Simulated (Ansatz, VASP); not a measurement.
**Ir: VASP beside Ansatz**

The input INCAR:

```
ALGO = Normal
EDIFF = 1E-6
ENCUT = 520
GGA = PS
ISIF = 2
ISMEAR = 1
LASPH = T
LCHARG = F
LREAL = F
LWAVE = F
NBANDS = 16
NELM = 80
PREC = Accurate
SIGMA = 0.1
```

File KPOINTS:

```
k-points
0
Gamma
  12 12 7
```

POSCAR

```
Ir
1.0
    2.6807983893      0.0000000000      0.0000000000
   -1.3403991995      2.3216395094      0.0000000000
    0.0000000000      0.0000000000      4.3478214636
Ir
2
Direct
    0.6666666667      0.3333333333      0.7500000000
    0.3333333333      0.6666666667      0.2500000000
```

Input for Ansatz:

```yaml
crystal:
  lattice:
    - [2.680798389302419, 0.0, 0.0]
    - [-1.3403991995229474, 2.3216395093620377, 0.0]
    - [0.0, 0.0, 4.347821463594117]
  atoms:
    - { symbol: Ir, position: [0.6666666666666666, 0.3333333333333333, 0.75] }
    - { symbol: Ir, position: [0.3333333333333333, 0.6666666666666666, 0.25] }
basis:
  ecutwfc: 500.0
kpoints:
  mp_grid:
    grid: [12, 12, 7]
hamiltonian:
  xc: pbesol
  pseudopotentials:
    kind: paw
scf:
  occupations:
    method: cold
    width: 0.1
output:
  stress: true
```

Alike in both runs: task single point; functional PBEsol; k mesh 12 × 12 × 7; no spin polarisation.

|  | VASP | Ansatz |
| --- | --- | --- |
| version | VASP 6.6.1 | Ansatz 0.2.0 |
| potentials or method | VASP PAW PBE potentials, release 64 (Ir), cutoff 520 eV | plane waves, PAW |
| occupations | methfessel-paxton of order 1, width 0.1 eV | cold, width 0.1 eV |
| valence electrons in the cell | 18 | 34 |

```tsv
	VASP	Ansatz	Ansatz less VASP
pressure (GPa)	19.1	17.7	-1.39
traceless stress, the component that is largest in VASP (GPa)	1.80	1.73	-0.078
```

VASP's potentials were made for PBE, not for PBEsol. VASP's potentials hold 18 valence electrons a cell and Ansatz's 34, so a difference there can come from the potentials and not from the codes.

Neither program's run includes spin-orbit coupling.
